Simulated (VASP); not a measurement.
# AlN (P6_3/mmc) in VASP: settings compared

The runs below take AlN through single point, with r2SCAN, PBE.

Program: VASP 6.6.1. These are calculated values, not measurements. Logs are shortened: lines on timing, memory, paths and dates and some standing lists are left out, and cuts for length are marked.

## (1) The cell of the first run

Symmetry: P6_3/mmc, No. 194, hexagonal system. The conventional cell has a = 2.833 Å, b = 2.833 Å, c = 4.841 Å, α = 90.00°, β = 90.00°, γ = 120.00°. Al (site symmetry -3m) has 6 N at 2.03 Å and 2 Al at 2.42 Å within 2.7 Å. N (site symmetry -6m2) has 6 Al at 2.03 Å within 2.7 Å.

## (2) Single point, r2SCAN

POSCAR reads:

```
AlN
1.0
    2.8328531143      0.0000000000      0.0000000000
   -1.4164265572      2.4533227621      0.0000000000
    0.0000000000      0.0000000000      4.8410108420
Al N
2 2
Direct
    0.0000000000      0.0000000000      0.0000000000
    0.0000000000      0.0000000000      0.5000000000
    0.3333333333      0.6666666667      0.2500000000
    0.6666666667      0.3333333333      0.7500000000
```

INCAR.step1 reads:

```
ALGO = Normal ; EDIFF = 1E-4
ENCUT = 520 ; GGA = PE
ISMEAR = 0 ; LASPH = True
LCHARG = False ; LREAL = False
LWAVE = True ; NBANDS = 16
NELM = 80 ; PREC = Accurate
SIGMA = 0.01
```

INCAR.step2 reads:

```
ALGO = Normal ; EDIFF = 1E-6
ENCUT = 520 ; ISIF = 2
ISMEAR = 0 ; ISTART = 1
LASPH = True ; LCHARG = False
LMIXTAU = True ; LREAL = False
LWAVE = False ; METAGGA = R2SCAN
NBANDS = 16 ; NELM = 80
PREC = Accurate ; SIGMA = 0.01
```

KPOINTS reads:

```
k-points
0
Gamma
  9 9 4
```

Potentials or basis: VASP PAW PBE potentials, release 64 (Al, N).

On the command line:

```
$ cat potpaw_PBE.64/Al/POTCAR potpaw_PBE.64/N/POTCAR > POTCAR
$ cp INCAR.step1 INCAR
$ mpirun -np 1 vasp_std > vasp.out
$ cp INCAR.step2 INCAR
$ mpirun -np 1 vasp_std > vasp.out
```

OUTCAR:

```text
EDIFF = 1E-6
   ENCUT = 520
   ISIF = 2
   ISMEAR = 0
   ISTART = 1
   LASPH = True
   LREAL = False
   METAGGA = R2SCAN
   NELM = 80
   PREC = Accurate

 ion  position               nearest neighbor table
   1  0.000  0.000  0.000-   3 2.03   4 2.03   3 2.03   4 2.03   4 2.03   3 2.03   2 2.42   2 2.42

   2  0.000  0.000  0.500-   3 2.03   4 2.03   3 2.03   4 2.03   4 2.03   3 2.03   1 2.42   1 2.42

   3  0.333  0.667  0.250-   1 2.03   2 2.03   1 2.03   2 2.03   1 2.03   2 2.03
   4  0.667  0.333  0.750-   1 2.03   2 2.03   1 2.03   2 2.03   1 2.03   2 2.03

  LATTYP: Found a hexagonal cell.
 ALAT       =     2.8328531143
 C/A-ratio  =     1.7088816987

  Lattice vectors:

 A1 = (   2.8328531143,   0.0000000000,   0.0000000000)
 A2 = (  -1.4164265572,   2.4533227621,   0.0000000000)
 A3 = (   0.0000000000,   0.0000000000,   4.8410108420)

Analysis of symmetry for initial positions (statically):
=====================================================================
 Subroutine PRICEL returns:
 Original cell was already a primitive cell.

 Routine SETGRP: Setting up the symmetry group for a
 hexagonal supercell.

 Subroutine GETGRP returns: Found 24 space group operations
 (whereof 12 operations were pure point group operations)
 out of a pool of 24 trial point group operations.

The static configuration has the point symmetry D_3d.
 The point group associated with its full space group is D_6h.

Analysis of symmetry for dynamics (positions and initial velocities):
=====================================================================
 Subroutine PRICEL returns:
 Original cell was already a primitive cell.

 Routine SETGRP: Setting up the symmetry group for a
 hexagonal supercell.

 Subroutine GETGRP returns: Found 24 space group operations
 (whereof 12 operations were pure point group operations)
 out of a pool of 24 trial point group operations.

The dynamic configuration has the point symmetry D_3d.
 The point group associated with its full space group is D_6h.

 Subroutine INISYM returns: Found 24 space group operations
 (whereof 12 operations are pure point group operations),
 and found     1 'primitive' translations

[... 94 lines left out ...]
   LSORBIT =      F    spin-orbit coupling
   LASPH  =      T    aspherical Exc in radial PAW
   ENCUT  =  520.0 eV  38.22 Ry    6.18 a.u.   5.27  5.27  9.00*2*pi/ulx,y,z
   NELM   =     80;   NELMIN=  2; NELMDL=  0     # of ELM steps
   EDIFF  = 0.1E-05   stopping-criterion for ELM
   LREAL  =      F    real-space projection
   EDIFFG = 0.1E-04   stopping-criterion for IOM
   NSW    =      0    number of steps for IOM
   IBRION =     -1    ionic relax: 0-MD 1-quasi-New 2-CG
   NFREE  =      0    steps in history (QN), initial steepest desc. (CG)
   ISIF   =      2    stress and relaxation
   ISYM   =      2    0-nonsym 1-usesym 2-fastsym
   POTIM  = 0.5000    time-step for ionic-motion
   TEBEG  =    0.0;   TEEND  =   0.0 temperature during run
   PSTRESS=    0.0 pullay stress
   NELECT =      16.0000    total number of electrons
   NUPDOWN=      -1.0000    fix difference up-down
   EMIN   =  10.00;   EMAX   =-10.00  energy-range for DOS
   EFERMI =   0.00;   METHOD = LEGACY
   ISMEAR =     0;   SIGMA  =   0.01  broadening in eV -4-tet -1-fermi 0-gaus
   EFERMI_NEDOS =   21; number of points for ismear=-14 and -15
   IALGO  =     38    algorithm
   IMIX   =      4    mixing-type and parameters
     AMIX     =   0.40;   BMIX     =  1.00
     AMIX_MAG =   1.60;   BMIX_MAG =  1.00
  volume/ion in A,a.u.               =       8.41        56.76
  Fermi-wavevector in a.u.,A,eV,Ry     =   1.277840  2.414768 22.216622  1.632876
  Thomas-Fermi vector in A             =   2.410417
   LORBIT       =      0    0 simple, 1 ext, 2 COOP (PROOUT), +10 PAW based schemes
   METAGGA = R2SCAN    functional components
   LHFCALC =     F    Hartree Fock is set to
   AEXX    =    0.0000 exact exchange contribution
   IVDW    =     0    specifies the selected vdW correction
   LEPSILON=     F    determine dielectric tensor
   LRPA    =     F    only Hartree local field effects (RPA)
 non-spin polarized calculation
 Gauss-broadening in eV      SIGMA  =   0.01
  energy-cutoff  :      520.00
  volume of cell :       33.64
 maximum number of plane-waves:       924
 NGX is ok and might be reduce to    24
   NGX = 11   NGY = 11   NGZ = 19

 number of electron      15.9999999 magnetization

 Free energy of the ion-electron system (eV)
  ---------------------------------------------------
  ext. energy  EPLUGINS =         0.00000000
  ---------------------------------------------------
  free energy    TOTEN  =       -37.10713912 eV

  energy without entropy =      -37.10713912  energy(sigma->0) =      -37.10713912

 E-fermi :   9.6959     XC(G=0): -12.7766

 val. band max:        9.6199208545   @ k =   0.0000   0.0000   0.0000
 cond. band min:      15.4953141642   @ k =   0.4444  -0.0000   0.2500
 fundamental gap:      5.8753933096
 Fermi energy:         9.6959350980

 k-point     1 :       0.0000    0.0000    0.0000
  band No.  band energies     occupation
      1      -8.7589      2.00000
      2      -5.8599      2.00000
      3       0.8700      2.00000
      4       8.6949      2.00000
      5       8.6949      2.00000
      6       9.0393      2.00000
[... 433 lines left out ...]
      3       2.5383      2.00000
      4       3.6743      2.00000
      5       3.6743      2.00000
      6       4.2722      2.00000
[... 8 lines left out ...]
     15      22.4943      0.00000
     16      24.2759      0.00000

 [... further k-points ...]

------------------------ aborting loop because EDIFF is reached ----------------------------------------

  FORCE on cell =-STRESS in cart. coord.  units (eV):
  Direction    XX          YY          ZZ          XY          YZ          ZX
  --------------------------------------------------------------------------------------
  -------------------------------------------------------------------------------------
  Total       -0.1459133     -0.1459133     -0.1810048      0.0000000      0.0000000     -0.0000000
  in kB       -6.9484945     -6.9484945     -8.6195749      0.0000000      0.0000000     -0.0000000
  external PRESSURE =      -7.5055213 kB  Pullay stress =       0.0000000 kB

 VOLUME and BASIS-vectors are now :
 -----------------------------------------------------------------------------
  energy-cutoff  :      520.00
  volume of cell :       33.64
      direct lattice vectors                 reciprocal lattice vectors
     2.832853114  0.000000000  0.000000000     0.353001006  0.203805226  0.000000000
    -1.416426557  2.453322762  0.000000000     0.000000000  0.407610452  0.000000000
     0.000000000  0.000000000  4.841010842     0.000000000  0.000000000  0.206568428

 POSITION                                       TOTAL-FORCE (eV/Angst)
 -----------------------------------------------------------------------------------
      0.00000      0.00000      0.00000        -0.000000      0.000000      0.000000
      0.00000      0.00000      2.42051        -0.000000      0.000000      0.000000
     -0.00000      1.63555      1.21025        -0.000000      0.000000      0.000000
      1.41643      0.81777      3.63076         0.000000     -0.000000     -0.000000
 -----------------------------------------------------------------------------------
    total drift:                               -0.000000      0.000000     -0.000000

  FREE ENERGIE OF THE ION-ELECTRON SYSTEM (eV)
  ---------------------------------------------------
  free  energy   TOTEN  =       -37.1071391206 eV

  energy  without entropy=      -37.1071391206  energy(sigma->0) =      -37.10713912
```

OUTCAR.step1:

```text
EDIFF = 1E-4
   ENCUT = 520
   GGA = PE
   ISMEAR = 0
[... 690 lines left out ...]
      0.00000      0.00000      0.00000         0.000000      0.000000     -0.000000
      0.00000      0.00000      2.42051         0.000000      0.000000     -0.000000
     -0.00000      1.63555      1.21025         0.000000     -0.000000     -0.000000
      1.41643      0.81777      3.63076        -0.000000      0.000000      0.000000
 -----------------------------------------------------------------------------------
    total drift:                               -0.000000      0.000000     -0.000000

  FREE ENERGIE OF THE ION-ELECTRON SYSTEM (eV)
  ---------------------------------------------------
  free  energy   TOTEN  =       -28.4418514416 eV

  energy  without entropy=      -28.4418514416  energy(sigma->0) =      -28.44185144
```

It took 60 s on 1 thread of Intel Xeon 6975P-C (Granite Rapids), shared host; peak memory 0.16 GiB.

Results:

- Free energy: -37.1071 eV
- Pressure: -0.8 GPa
- Band gap on the k mesh: 5.88 eV (least direct gap 5.96 eV)

Caveat: the PAW data sets were made with another functional, which shifts forces and pressure a little; an odd mesh through Γ misses points on the zone boundary, where band edges can lie.

## (3) Single point, r2SCAN (8.66 Å³/atom)

This run uses another cell than the first one, of 8.66 Å³/atom.

POSCAR reads:

```
AlN
1.0
    2.8609029891      0.0000000000      0.0000000000
   -1.4304514946      2.4776146663      0.0000000000
    0.0000000000      0.0000000000      4.8889447598
Al N
2 2
Direct
    0.0000000000      0.0000000000      0.0000000000
    0.0000000000      0.0000000000      0.5000000000
    0.3333333333      0.6666666667      0.2500000000
    0.6666666667      0.3333333333      0.7500000000
```

INCAR.step1 reads:

```
  PREC = Accurate
  ENCUT = 520
  ISMEAR = 0
  SIGMA = 0.01
  LREAL = F
  LASPH = T
  NELM = 100
  NBANDS = 16
  GGA = PE
  ALGO = Normal
  EDIFF = 1E-4
  LWAVE = T
  LCHARG = F
```

INCAR.step2 reads:

```
  PREC = Accurate
  ENCUT = 520
  EDIFF = 1E-6
  ISMEAR = 0
  SIGMA = 0.01
  LREAL = F
  LASPH = T
  NELM = 100
  ALGO = Normal
  ISIF = 2
  LWAVE = F
  LCHARG = F
  METAGGA = R2SCAN
  LMIXTAU = T
  NBANDS = 16
  ISTART = 1
```

KPOINTS reads:

```
regular mesh
0
Gamma
  9 9 4
```

Potentials or basis: VASP PAW PBE potentials, release 64 (Al, N).

On the command line:

```
$ cat potpaw_PBE.64/Al/POTCAR potpaw_PBE.64/N/POTCAR > POTCAR
$ cp INCAR.step1 INCAR
$ mpirun -np 1 vasp_std > vasp.out
$ cp INCAR.step2 INCAR
$ mpirun -np 1 vasp_std > vasp.out
```

Run time: 57 s. Hardware: 1 thread of Intel Xeon 6975P-C (Granite Rapids), shared host; peak memory 0.15 GiB.

The run converged. Its results:

```
Free energy            : -37.0797 eV
Pressure               : -8.1 GPa
Band gap on the k mesh : 5.52 eV
```

Stress tensor (GPa, compression positive):
```
-7.63  0.00  0.00
 0.00 -7.63  0.00
 0.00  0.00 -9.06
```

Levels at points of the mesh, in eV from the valence-band top:
```tsv
k point	band 4	band 5	band 6	band 7	band 8	band 9	band 10	band 11	band 12	band 13
(0.00, 0.00, 0.00)	-0.88	-0.88	-0.57	0.00	0.00	5.52	6.85	9.54	13.13	13.13
(0.00, 0.00, 0.50)	-4.93	-0.45	-0.45	-0.45	-0.45	7.06	7.06	11.12	11.12	12.61
```

Caveat: the cell stands under tension; the PAW data sets were made with another functional, which shifts forces and pressure a little; an odd mesh through Γ misses points on the zone boundary, where band edges can lie.

## (4) Single point, r2SCAN (8.92 Å³/atom)

This run uses another cell than the first one, of 8.92 Å³/atom.

POSCAR reads:

```
AlN
1.0
    2.8884133594      0.0000000000      0.0000000000
   -1.4442066797      2.5014393458      0.0000000000
    0.0000000000      0.0000000000      4.9359567280
Al N
2 2
Direct
    0.0000000000      0.0000000000      0.0000000000
    0.0000000000      0.0000000000      0.5000000000
    0.3333333333      0.6666666667      0.2500000000
    0.6666666667      0.3333333333      0.7500000000
```

INCAR.step1 reads:

```
PREC = Accurate
ENCUT = 520
ISMEAR = 0
SIGMA = 0.01
LREAL = F
LASPH = T
NELM = 80
NBANDS = 16
GGA = PE
ALGO = Normal
EDIFF = 1E-4
LWAVE = T
LCHARG = F
```

INCAR.step2 reads:

```
PREC = Accurate
ENCUT = 520
EDIFF = 1E-6
ISMEAR = 0
SIGMA = 0.01
LREAL = F
LASPH = T
NELM = 80
ALGO = Normal
ISIF = 2
LWAVE = F
LCHARG = F
METAGGA = R2SCAN
LMIXTAU = T
NBANDS = 16
ISTART = 1
```

KPOINTS reads:

```
Automatic mesh
0
Gamma
  9 9 4
```

On the command line:

```
$ cat potpaw_PBE.64/Al/POTCAR potpaw_PBE.64/N/POTCAR > POTCAR
$ cp INCAR.step1 INCAR
$ mpirun -np 1 vasp_std > vasp.out
$ cp INCAR.step2 INCAR
$ mpirun -np 1 vasp_std > vasp.out
```

Wall time 60 s (1 thread of Intel Xeon 6975P-C (Granite Rapids), shared host); peak memory 0.16 GiB.

Results (log left out):

| Property | Result |
| --- | --- |
| Free energy | -37.0093 eV |
| Pressure | -14.4 GPa |
| Band gap on the k mesh | 5.11 eV |

Stress tensor (GPa, compression positive):
```
-13.60   0.00   0.00
  0.00 -13.60   0.00
  0.00   0.00 -16.14
```

Levels at points of the mesh, in eV from the valence-band top:
```
           k point  band 5  band 6  band 7  band 8  band 9  band 10  band 11  band 12
(0.00, 0.00, 0.00)   -0.83   -0.55    0.00    0.00    5.11     6.63     9.48    12.89
(0.00, 0.00, 0.50)   -0.43   -0.43   -0.43   -0.43    6.76     6.76    10.87    10.87
```

Caveat: the cell stands under tension; the PAW data sets were made with another functional, which shifts forces and pressure a little; an odd mesh through Γ misses points on the zone boundary, where band edges can lie.

## (5) Single point, PBE

INCAR reads:

```
SYSTEM = AlN
PREC = Accurate
ENCUT = 520
EDIFF = 1E-6
ISMEAR = 0
SIGMA = 0.01
LREAL = .False.
LASPH = .True.
NELM = 60
ALGO = Normal
ISIF = 2
LWAVE = .False.
LCHARG = .False.
GGA = PE
NBANDS = 16
```

KPOINTS reads:

```
regular mesh
0
Gamma
  12 12 6
  0 0 0
```

POSCAR reads:

```
AlN
1.0
    2.8328531143      0.0000000000      0.0000000000
   -1.4164265572      2.4533227621      0.0000000000
    0.0000000000      0.0000000000      4.8410108420
Al N
2 2
Direct
    0.0000000000      0.0000000000      0.0000000000
    0.0000000000      0.0000000000      0.5000000000
    0.3333333333      0.6666666667      0.2500000000
    0.6666666667      0.3333333333      0.7500000000
```

On the command line:

```
$ cat potpaw_PBE.64/Al/POTCAR potpaw_PBE.64/N/POTCAR > POTCAR
$ mpirun -np 1 vasp_std > vasp.out
```

It took 27 s on 1 thread of Intel Xeon 6975P-C (Granite Rapids), shared host; peak memory 0.16 GiB.

The run converged. Its results:

```yaml
Free_energy: -28.4419 eV
Pressure: 6.0 GPa
Band_gap_on_the_k_mesh: 4.91 eV (least direct gap 5.18 eV)
```

Stress tensor (GPa, compression positive):
```
5.48 0.00 0.00
0.00 5.48 0.00
0.00 0.00 6.92
```

Levels at points of the mesh, in eV from the valence-band top:
| k point | band 6 | band 7 | band 8 | band 9 | band 10 | band 11 |
| --- | --- | --- | --- | --- | --- | --- |
| (0.00, 0.00, 0.00) | -0.56 | 0.00 | 0.00 | 5.18 | 6.38 | 8.98 |
| (0.50, 0.00, 0.00) | -3.07 | -2.56 | -1.10 | 5.36 | 6.37 | 6.65 |
| (0.00, 0.00, 0.50) | -0.44 | -0.44 | -0.44 | 6.64 | 6.64 | 10.43 |
| (0.50, 0.00, 0.50) | -2.68 | -1.91 | -1.91 | 5.64 | 5.64 | 7.13 |

Caveat: the cell stands under pressure.

[end of part 1 of 2]
